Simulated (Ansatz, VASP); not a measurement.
## Mg3Sb2: VASP beside Ansatz

```
Mg Sb
1.0
     4.50972    0.00000    0.00000
    -2.25486    3.90553    0.00000
     0.00000    0.00000    7.14698
Mg Sb
3 2
Direct
  0.33333 0.66667 0.63318
  0.66667 0.33333 0.36682
  0.00000 0.00000 0.00000
  0.33333 0.66667 0.22666
  0.66667 0.33333 0.77334
```

Alike in both runs: functional r2SCAN; k mesh 6 × 6 × 4; occupations fermi-dirac, width 0.02 eV; no spin polarisation.

Ansatz relaxed the structure, and its values are those at the end. VASP's run is a single point on that final structure, the one shown.

|  | VASP | Ansatz |
| --- | --- | --- |
| version | VASP 6.6.1 | Ansatz 0.2.0 |
| potentials or method | VASP PAW PBE potentials, release 64 (Mg, Sb), cutoff 660 eV | PAW plane waves |
| valence electrons in the cell | 16 | 60 |

```csv
,VASP,Ansatz,Ansatz less VASP
pressure (GPa),2.0,2.0,+0.05
rms of the force components (eV/Å),0.006,0.001,-0.0047
```

VASP's potentials were made for PBE, not for r2SCAN. With one functional, cell and mesh, what is left measures potentials, basis and numerics. VASP's potentials hold 16 valence electrons a cell and Ansatz's 60, so a difference there can come from the potentials and not from the codes. Ansatz's warnings: stress scf threshold loose.

Neither program's run includes spin-orbit coupling.
